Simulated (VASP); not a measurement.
Write the native input for VASP 6.6.1 that does the following.

* Task: single point
* Functional: LDA
* Potentials or basis: VASP PAW LDA potentials, release 64 (Ti_sv)
* Cutoff: 520 eV
* k mesh: 21 × 21 × 12
* Occupations: gaussian, width 0.15 eV
* Spin: no spin polarisation
* Dipole correction: no
* Further INCAR settings: ALGO = Fast; EDIFF = 1e-06; NBANDS = 19

The structure of Ti lies in POSCAR:

```
Ti
1.0
    2.8577493804      0.0000000000      0.0000000000
   -1.4288746902      2.4748835611      0.0000000000
    0.0000000000      0.0000000000      4.9934120815
Ti
2
Direct
    0.3333333333      0.6666666667      0.2500000000
    0.6666666667      0.3333333333      0.7500000000
```

This cell differs from its parent crystal: ratio of the length along z to the lengths across it x 1.1, volume and fractional coordinates fixed.

One way to write it, as run:

INCAR

```
PREC = Accurate
ENCUT = 520
EDIFF = 1E-6
ISMEAR = 0
SIGMA = 0.15
LREAL = False
LASPH = True
NELM = 60
ALGO = Fast
ISIF = 2
LWAVE = False
LCHARG = False
GGA = CA
NBANDS = 19
```

KPOINTS

```
Automatic mesh
0
Gamma
  21 21 12
```

Potentials or basis: VASP PAW LDA potentials, release 64 (Ti_sv).

Launch:

```sh
$ cat potpaw_LDA.64/Ti_sv/POTCAR > POTCAR
$ mpirun -np 1 vasp_std > vasp.out
```

It gave:

```json
{
  "Pressure": "-10.1 GPa",
  "Band gap on the k mesh": "zero (bands 12 and 13 overlap by 0.57 eV)"
}
```

Caveat: the cell stands under tension.

Wall time 6.5 min on 1 thread of AMD EPYC 9R45 96-Core Processor (Zen 5), on a shared host, peak memory 0.26 GiB.
